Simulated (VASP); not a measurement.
# As (Im-3m) in VASP: notebook

The runs below take As through single point, relaxation of cell and atoms, with PBE.

Program: VASP 6.6.1. These are calculated values, not measurements. Logs are shortened: lines on timing, memory, paths and dates and some standing lists are left out, and cuts for length are marked.

### 1 The cell of the first run

Symmetry: Im-3m, No. 229, cubic system. Conventional cell: a = 2.551 Å, b = 2.551 Å, c = 2.551 Å, α = 90.00°, β = 90.00°, γ = 90.00°. Within 2.9 Å of As (site symmetry m-3m) lie 14 As at 2.21 to 2.55 Å.

### 2 Single point, PBE

INCAR reads:

```
SYSTEM = As
PREC = Accurate
ENCUT = 520
EDIFF = 1E-6
ISMEAR = -1
SIGMA = 0.1
LREAL = .False.
LASPH = .True.
NELM = 80
ALGO = Normal
ISIF = 2
LWAVE = .False.
LCHARG = .False.
GGA = PE
NBANDS = 8
```

KPOINTS reads:

```
regular mesh
0
Gamma
  21 21 21
  0 0 0
```

POSCAR reads:

```
As
1.0
   -1.2754918273      1.2754918273      1.2754918273
    1.2754918273     -1.2754918273      1.2754918273
    1.2754918273      1.2754918273     -1.2754918273
As
1
Direct
    0.0000000000      0.0000000000      0.0000000000
```

Potentials or basis: VASP PAW PBE potentials, release 64 (As).

Launch:

```
> cat potpaw_PBE.64/As/POTCAR > POTCAR
> mpirun -np 1 vasp_std > vasp.out
```

OUTCAR:

```text
SYSTEM = As
   PREC = Accurate
   ENCUT = 520
   EDIFF = 1E-6
   ISMEAR = -1
   LREAL = .False.
   LASPH = .True.
   NELM = 80
   ISIF = 2
   GGA = PE

 ion  position               nearest neighbor table
   1  0.000  0.000  0.000-

  LATTYP: Found a body centered cubic cell.
 ALAT       =     2.5509836546

  Lattice vectors:

 A1 = (  -1.2754918273,   1.2754918273,   1.2754918273)
 A2 = (   1.2754918273,  -1.2754918273,   1.2754918273)
 A3 = (   1.2754918273,   1.2754918273,  -1.2754918273)

Analysis of symmetry for initial positions (statically):
=====================================================================
 Subroutine PRICEL returns:
 Original cell was already a primitive cell.

 Routine SETGRP: Setting up the symmetry group for a
 body centered cubic supercell.

 Subroutine GETGRP returns: Found 48 space group operations
 (whereof 48 operations were pure point group operations)
 out of a pool of 48 trial point group operations.

The static configuration has the point symmetry O_h .

Analysis of symmetry for dynamics (positions and initial velocities):
=====================================================================
 Subroutine PRICEL returns:
 Original cell was already a primitive cell.

 Routine SETGRP: Setting up the symmetry group for a
 body centered cubic supercell.

 Subroutine GETGRP returns: Found 48 space group operations
 (whereof 48 operations were pure point group operations)
 out of a pool of 48 trial point group operations.

The dynamic configuration has the point symmetry O_h .

 Subroutine INISYM returns: Found 48 space group operations
 (whereof 48 operations are pure point group operations),
 and found     1 'primitive' translations

----------------------------------------------------------------------------------------

                                     Primitive cell

  volume of cell :       8.3003

  direct lattice vectors                    reciprocal lattice vectors
    -1.275491827  1.275491827  1.275491827     0.000000000  0.392005648  0.392005648
     1.275491827 -1.275491827  1.275491827     0.392005648  0.000000000  0.392005648
     1.275491827  1.275491827 -1.275491827     0.392005648  0.392005648  0.000000000

  length of vectors
     2.209216650  2.209216650  2.209216650     0.554379704  0.554379704  0.554379704

  position of ions in fractional coordinates (direct lattice)
     0.000000000  0.000000000  0.000000000

  ion indices of the primitive-cell ions
   primitive index   ion index
                 1           1

----------------------------------------------------------------------------------------

 KPOINTS: regular mesh

Automatic generation of k-mesh.
 Grid dimensions read from file:
 generate k-points for:   21   21   21

 Generating k-lattice:

  Cartesian coordinates                     Fractional coordinates (reciprocal lattice)
     0.000000000  0.018666936  0.018666936     0.047619048  0.000000000  0.000000000
     0.018666936  0.000000000  0.018666936     0.000000000  0.047619048  0.000000000
     0.018666936  0.018666936  0.000000000     0.000000000  0.000000000  0.047619048

  Length of vectors
     0.026399034  0.026399034  0.026399034

  Shift w.r.t. Gamma in fractional coordinates (k-lattice)
     0.000000000  0.000000000  0.000000000

 Subroutine IBZKPT returns following result:
 ===========================================

 Found    286 irreducible k-points:

 Following reciprocal coordinates:
            Coordinates               Weight
  0.000000  0.000000  0.000000      1.000000
  0.047619  0.000000  0.000000     12.000000
  0.095238  0.000000  0.000000     12.000000
  0.142857  0.000000  0.000000     12.000000
  0.190476  0.000000  0.000000     12.000000
  0.238095  0.000000  0.000000     12.000000
[... 16 lines left out ...]
  0.142857  0.095238 -0.000000     48.000000
  0.190476  0.095238  0.000000     48.000000
 [... further k-points ...]
   k-points           NKPTS =    286   k-points in BZ     NKDIM =    286   number of bands    NBANDS=      8
   number of dos      NEDOS =    301   number of ions     NIONS =      1
   total plane-waves  NPLWV =   4096
   dimension x,y,z NGX =    16 NGY =   16 NGZ =   16
   dimension x,y,z NGXF=    32 NGYF=   32 NGZF=   32
   ions per type =               1
   NGX,Y,Z   is equivalent  to a cutoff of  12.04, 12.04, 12.04 a.u.
   NGXF,Y,Z  is equivalent  to a cutoff of  24.08, 24.08, 24.08 a.u.
 SYSTEM =  As
   PREC   = accura    normal or accurate (medium, high low for compatibility)
   ISTART =      0    job   : 0-new  1-cont  2-samecut
   ICHARG =      2    charge: 1-file 2-atom 10-const
   ISPIN  =      1    spin polarized calculation?
   LNONCOLLINEAR =      F non collinear calculations
   LSORBIT =      F    spin-orbit coupling
   LASPH  =      T    aspherical Exc in radial PAW
   ENCUT  =  520.0 eV  38.22 Ry    6.18 a.u.   4.11  4.11  4.11*2*pi/ulx,y,z
   NELM   =     80;   NELMIN=  2; NELMDL= -5     # of ELM steps
   EDIFF  = 0.1E-05   stopping-criterion for ELM
   LREAL  =      F    real-space projection
   EDIFFG = 0.1E-04   stopping-criterion for IOM
   NSW    =      0    number of steps for IOM
   IBRION =     -1    ionic relax: 0-MD 1-quasi-New 2-CG
   NFREE  =      0    steps in history (QN), initial steepest desc. (CG)
   ISIF   =      2    stress and relaxation
   ISYM   =      2    0-nonsym 1-usesym 2-fastsym
   POTIM  = 0.5000    time-step for ionic-motion
   TEBEG  =    0.0;   TEEND  =   0.0 temperature during run
   PSTRESS=    0.0 pullay stress
   NELECT =       5.0000    total number of electrons
   NUPDOWN=      -1.0000    fix difference up-down
   EMIN   =  10.00;   EMAX   =-10.00  energy-range for DOS
   EFERMI =   0.00;   METHOD = LEGACY
   ISMEAR =    -1;   SIGMA  =   0.10  broadening in eV -4-tet -1-fermi 0-gaus
   EFERMI_NEDOS =   21; number of points for ismear=-14 and -15
   IALGO  =     38    algorithm
   IMIX   =      4    mixing-type and parameters
     AMIX     =   0.40;   BMIX     =  1.00
     AMIX_MAG =   1.60;   BMIX_MAG =  1.00
  volume/ion in A,a.u.               =       8.30        56.01
  Fermi-wavevector in a.u.,A,eV,Ry     =   1.382613  2.612759 26.009134  1.911617
  Thomas-Fermi vector in A             =   2.507288
   LORBIT       =      0    0 simple, 1 ext, 2 COOP (PROOUT), +10 PAW based schemes
   GGA     = PE    functional components
[... 5 lines left out ...]
 non-spin polarized calculation
  energy-cutoff  :      520.00
  volume of cell :        8.30
 maximum number of plane-waves:       236
   NGX =  9   NGY =  9   NGZ =  9

 number of electron       5.0000002 magnetization

 Free energy of the ion-electron system (eV)
  ---------------------------------------------------
  ext. energy  EPLUGINS =         0.00000000
  ---------------------------------------------------
  free energy    TOTEN  =         2.47054294 eV

  energy without entropy =        2.47898927  energy(sigma->0) =        2.47476611

 E-fermi :  20.4395     XC(G=0): -14.7780

 val. band max:       20.3958962983   @ k =   0.1905   0.1429   0.0000
 cond. band min:      20.5075781126   @ k =   0.3810   0.1429   0.0952
 fundamental gap:      0.1116818142
 Fermi energy:        20.4395375374

 k-point     1 :       0.0000    0.0000    0.0000
  band No.  band energies     occupation
      1      -6.2788      2.00000
      2      37.2620      0.00000
      3      37.2620      0.00000
      4      37.2620      0.00000
      5      38.4731      0.00000
      6      38.4731      0.00000
      7      38.4731      0.00000
      8      39.9179      0.00000

 k-point     2 :       0.0476    0.0000    0.0000
  band No.  band energies     occupation
      1      -6.1708      2.00000
      2      35.0279      0.00000
      3      35.7747      0.00000
      4      36.7693      0.00000
      5      37.3047      0.00000
      6      38.2864      0.00000
      7      39.4252      0.00000
      8      40.0315      0.00000

 k-point     3 :       0.0952    0.0000    0.0000
  band No.  band energies     occupation
      1      -5.8464      2.00000
      2      31.6313      0.00000
      3      33.9404      0.00000
      4      35.5043      0.00000
      5      35.8124      0.00000
      6      37.4019      0.00000
      7      39.3927      0.00000
      8      40.8825      0.00000

 k-point     4 :       0.1429    0.0000    0.0000
  band No.  band energies     occupation
      1      -5.3047      2.00000
      2      28.1406      0.00000
      3      32.2208      0.00000
      4      34.0434      0.00000
      5      34.4679      0.00000
      6      36.5457      0.00000
      7      39.8292      0.00000
      8      41.7639      0.00000

 k-point     5 :       0.1905    0.0000    0.0000
  band No.  band energies     occupation
      1      -4.5443      2.00000
      2      24.7034      0.00000
      3      30.6530      0.00000
      4      32.6514      0.00000
      5      33.2976      0.00000
      6      35.7741      0.00000
      7      40.5499      0.00000
      8      42.6596      0.00000
[... 177 lines left out ...]
 k-point    22 :       0.0952    0.0952    0.0000
  band No.  band energies     occupation
      1      -4.9790      2.00000
      2      28.3229      0.00000
      3      28.3949      0.00000
      4      32.0920      0.00000
      5      36.8164      0.00000
      6      37.0953      0.00000
      7      40.0612      0.00000
      8      41.9826      0.00000

 k-point    23 :       0.1429    0.0952   -0.0000
  band No.  band energies     occupation
      1      -4.2176      2.00000
      2      24.9633      0.00000
      3      26.9420      0.00000
      4      30.7451      0.00000
      5      35.9149      0.00000
      6      37.3963      0.00000
      7      40.1007      0.00000
      8      43.5647      0.00000

 k-point    24 :       0.1905    0.0952    0.0000
  band No.  band energies     occupation
      1      -3.2361      2.00000
      2      21.6502      0.00001
      3      25.6959      0.00000
      4      29.5405      0.00000
      5      34.9840      0.00000
      6      37.6144      0.00000
      7      40.0563      0.00000
      8      45.5706      0.00000

 [... further k-points ...]
[... 5 lines left out ...]
  --------------------------------------------------------------------------------------
  -------------------------------------------------------------------------------------
  Total       22.2251979     22.2251979     22.2251979     -0.0000000     -0.0000000     -0.0000000
  in kB     4290.0582368   4290.0582368   4290.0582368     -0.0000000     -0.0000000     -0.0000000
  external PRESSURE =    4290.0582368 kB  Pullay stress =       0.0000000 kB

 VOLUME and BASIS-vectors are now :
 -----------------------------------------------------------------------------
  energy-cutoff  :      520.00
  volume of cell :        8.30
      direct lattice vectors                 reciprocal lattice vectors
    -1.275491827  1.275491827  1.275491827     0.000000000  0.392005648  0.392005648
     1.275491827 -1.275491827  1.275491827     0.392005648  0.000000000  0.392005648
     1.275491827  1.275491827 -1.275491827     0.392005648  0.392005648  0.000000000

 POSITION                                       TOTAL-FORCE (eV/Angst)
 -----------------------------------------------------------------------------------
      0.00000      0.00000      0.00000         0.000000      0.000000      0.000000
 -----------------------------------------------------------------------------------
    total drift:                               -0.000000     -0.000000     -0.000000

  FREE ENERGIE OF THE ION-ELECTRON SYSTEM (eV)
  ---------------------------------------------------
  free  energy   TOTEN  =         2.4705429406 eV

  energy  without entropy=        2.4789892716  energy(sigma->0) =        2.47476611
```

Wall time 10 s (1 thread of AMD EPYC 7R43 (Zen 3), shared host); peak memory 0.09 GiB.

What came out:

```yaml
Free_energy: 2.4705 eV
Pressure: 429.0 GPa
```

### 3 Single point, PBE

INCAR reads:

```
  ALGO = Normal
  EDIFF = 1E-6
  ENCUT = 520
  GGA = PE
  ISIF = 2
  ISMEAR = -1
  LASPH = T
  LCHARG = T
  LELF = T
  LREAL = F
  LVHAR = T
  LWAVE = F
  NBANDS = 8
  NELM = 80
  PREC = Accurate
  SIGMA = 0.1
```

KPOINTS reads:

```
k-points
0
Gamma
  21 21 21
```

POSCAR reads:

```
As
1.0
   -1.2753672725      1.2753672725      1.2753672725
    1.2753672725     -1.2753672725      1.2753672725
    1.2753672725      1.2753672725     -1.2753672725
As
1
Direct
    0.0000000000      0.0000000000      0.0000000000
```

Potentials or basis: VASP PAW PBE potentials, release 64 (As).

Launch:

```
> cat potpaw_PBE.64/As/POTCAR > POTCAR
> mpirun -np 1 vasp_std > vasp.out
```

Run time: 11 s. Hardware: 1 thread of AMD EPYC 7R43 (Zen 3), shared host; peak memory 0.09 GiB.

The run converged. Its results:

- Free energy: 2.4771 eV
- Pressure: 429.4 GPa

Levels at points of the mesh, in eV from the Fermi level:
| k point | band 1 | band 2 | band 3 | band 4 | band 5 | band 6 | band 7 |
| --- | --- | --- | --- | --- | --- | --- | --- |
| (0.00, 0.00, 0.00) | -26.72 | 16.83 | 16.83 | 16.83 | 18.04 | 18.04 | 18.04 |

[end of part 1 of 2]
